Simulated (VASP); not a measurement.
Set up this calculation in VASP 6.6.1, as the native input.

| Property | Result |
| --- | --- |
| Task | single point |
| Functional | PBE |
| Potentials or basis | VASP PAW PBE potentials, release 64 (C, N) |
| Cutoff | 520 eV |
| k mesh | 14 × 14 × 20 |
| Occupations | gaussian, width 0.1 eV |
| Spin | no spin polarisation |
| Dipole correction | no |
| Further INCAR settings | ALGO = Normal; EDIFF = 1e-07; NBANDS = 16 |

The structure of C3N lies in POSCAR:

```
C3N
1.0
    3.3777537250      0.0000000000      0.0000000000
    0.0000000000      3.3777537250      0.0000000000
    0.0000000000      0.0000000000      2.3880730811
C N
3 1
Direct
    0.0000000000      0.5000000000      0.5000000000
    0.5000000000      0.0000000000      0.5000000000
    0.5000000000      0.5000000000      0.0000000000
    0.0000000000      0.0000000000      0.0000000000
```

One way to write it, as run:

INCAR

```
ALGO = Normal
EDIFF = 1E-7
ENCUT = 520
GGA = PE
ISIF = 2
ISMEAR = 0
LASPH = True
LCHARG = False
LREAL = False
LWAVE = False
NBANDS = 16
NELM = 100
PREC = Accurate
SIGMA = 0.1
```

KPOINTS

```
k-points
0
Gamma
  14 14 20
```

Potentials or basis: VASP PAW PBE potentials, release 64 (C, N).

The run is started by

```bash
$ cat potpaw_PBE.64/C/POTCAR potpaw_PBE.64/N/POTCAR > POTCAR
$ mpirun -np 1 vasp_std > vasp.out
```

Results of the run:

```json
{
  "Pressure": "0.0 GPa"
}
```

Run time: 51 s on 1 thread of Intel(R) Xeon(R) 6975P-C (Granite Rapids), with other jobs on the host, peak memory 0.25 GiB.
